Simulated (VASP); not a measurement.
PtS2, 3 atoms in the cell. The structure is trigonal, space group P-3m1 (No. 164). The conventional cell has a = 3.553 Å, b = 3.553 Å, c = 5.123 Å, α = 90.00°, β = 90.00°, γ = 120.00°. Pt (site symmetry -3m) has 6 S at 2.39 Å within 3.2 Å. Within 3.2 Å of S (site symmetry 3m) lie 3 Pt at 2.39 Å and 3 S at 3.20 Å. 

| Quantity | Value |
| --- | --- |
| Program | VASP 6.6.1 |
| Task | single point |
| Functional | PBE |
| Potentials or basis | VASP PAW PBE potentials, release 64 (Pt, S) |
| Cutoff | 520 eV |
| k mesh | 6 × 6 × 4 |
| Occupations | gaussian, width 0.001 eV |
| Spin | no spin polarisation |
| Dipole correction | no |
| Further INCAR settings | ALGO = Normal; EDIFF = 1e-06; NBANDS = 18 |

Potentials or basis: VASP PAW PBE potentials, release 64 (Pt, S).

Command:

```bash
$ cat potpaw_PBE.64/Pt/POTCAR potpaw_PBE.64/S/POTCAR > POTCAR
$ mpirun -np 1 vasp_std > vasp.out
```

Hardware: 1 thread of Intel(R) Xeon(R) Platinum 8375C CPU @ 2.90GHz (Ice Lake) (shared host).

Task: How long does it take, and how much memory?

Result: Wall time 20 s on 1 thread of Intel(R) Xeon(R) Platinum 8375C CPU @ 2.90GHz (Ice Lake) (shared host), peak memory 0.18 GiB. Counts: scf iterations 14, k points 24.
